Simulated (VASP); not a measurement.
Ca:

```
CELL_PARAMETERS angstrom
0.00000 2.79420 2.79420
2.79420 0.00000 2.79420
2.79420 2.79420 0.00000
ATOMIC_POSITIONS crystal
Ca 0.00000 0.00000 0.00000
```

Base run:

```yaml
Program: VASP 6.6.1
Functional: PBEsol
Potentials_or_basis: VASP PAW PBE potentials, release 64 (Ca_sv)
Cutoff: 520 eV
k_mesh: 11 × 11 × 11
Occupations: fermi-dirac, width 0.05 eV
Spin: no spin polarisation
```

Its results: band gap on the k mesh zero (bands 5 and 6 overlap by 0.30 eV); pressure -1.2 GPa.

**Question.** After a change of settings the same cell gave: band gap on the k mesh zero (bands 5 and 6 overlap by 0.44 eV); pressure -0.1 GPa. Which change was it?
A. functional from PBEsol to LDA; potentials or basis from VASP PAW PBE potentials, release 64 (Ca_sv) to VASP PAW LDA potentials, release 64 (Ca_sv); cutoff from 520 eV to 500 eV
B. occupations from fermi-dirac, width 0.05 eV to gaussian, width 0.01 eV; further incar settings from ALGO = Normal; EDIFF = 1e-06; NBANDS = 11 to ALGO = Normal; EDIFF = 1e-07; NBANDS = 11
C. functional from PBEsol to r2SCAN; cutoff from 520 eV to 550 eV

**Answer.** C.

Caveats: the PAW data sets were made with another functional, which shifts forces and pressure a little.
